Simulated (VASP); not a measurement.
The system is Ti.

```
CELL_PARAMETERS angstrom
0.00000 2.03000 2.03000
2.03000 0.00000 2.03000
2.03000 2.03000 0.00000
ATOMIC_POSITIONS crystal
Ti 0.00000 0.00000 0.00000
```

This isn't the form of Ti at room conditions, which is hcp.

| Item | Value |
| --- | --- |
| Program | VASP 6.6.1 |
| Task | relaxation of cell and atoms |
| Functional | r2SCAN |
| Potentials or basis | VASP PAW PBE potentials, release 64 (Ti_sv) |
| Cutoff | 600 eV |
| k mesh | 18 × 18 × 18 |
| Occupations | gaussian, width 0.1 eV |
| Spin | no spin polarisation |

At the start: pressure 4.9 GPa; volume 16.73 Å³/atom.

Task: Where does the relaxation end?

Result: Over 18 steps the energy falls by 10.4 meV/atom and the volume is 17.45 Å³/atom (+4.3 %); space group Fm-3m (No. 225, to 0.1 Å) before and after.

The path:
| step | energy change (eV) | largest force (eV/Å) | pressure (GPa) | volume (Å³) |
| --- | --- | --- | --- | --- |
| 1 | 0.0000 | 0.0000 | 4.89 | 16.73 |
| 2 | -0.0044 | 0.0000 | -3.35 | 18.00 |
| 3 | -0.0104 | 0.0000 | -0.07 | 17.44 |
| 4 | -0.0104 | 0.0000 | 0.06 | 17.42 |
| 5 | -0.0104 | 0.0000 | 0.07 | 17.42 |
| 6 | -0.0104 | 0.0000 | 0.08 | 17.42 |
| 7 | -0.0104 | 0.0000 | 0.07 | 17.42 |
| 8 | -0.0104 | 0.0000 | 0.07 | 17.42 |
| 9 | -0.0104 | 0.0000 | 0.07 | 17.42 |
| 10 | -0.0104 | 0.0000 | 0.07 | 17.42 |
| 11 | -0.0104 | 0.0000 | 0.07 | 17.42 |
| 12 | -0.0104 | 0.0000 | 0.07 | 17.42 |
| 13 | -0.0104 | 0.0000 | 0.08 | 17.42 |
| 14 | -0.0104 | 0.0000 | 0.07 | 17.43 |
| 15 | -0.0104 | 0.0000 | 0.07 | 17.43 |
| 16 | -0.0104 | 0.0000 | 0.05 | 17.43 |
| 17 | -0.0104 | 0.0000 | 0.05 | 17.44 |
| 18 | -0.0104 | 0.0000 | 0.02 | 17.45 |

Final structure:
```cif
data_structure
_symmetry_space_group_name_H-M 'P 1'
_symmetry_Int_Tables_number 1
_cell_length_a 2.9113
_cell_length_b 2.9113
_cell_length_c 2.9113
_cell_angle_alpha 60.000
_cell_angle_beta 60.000
_cell_angle_gamma 60.000
_cell_volume 17.45
loop_
_atom_site_label
_atom_site_type_symbol
_atom_site_fract_x
_atom_site_fract_y
_atom_site_fract_z
_atom_site_occupancy
Ti1 Ti 0.00000 0.00000 0.00000 1
```

Caveat: the PAW data sets were made with another functional, which shifts forces and pressure a little.
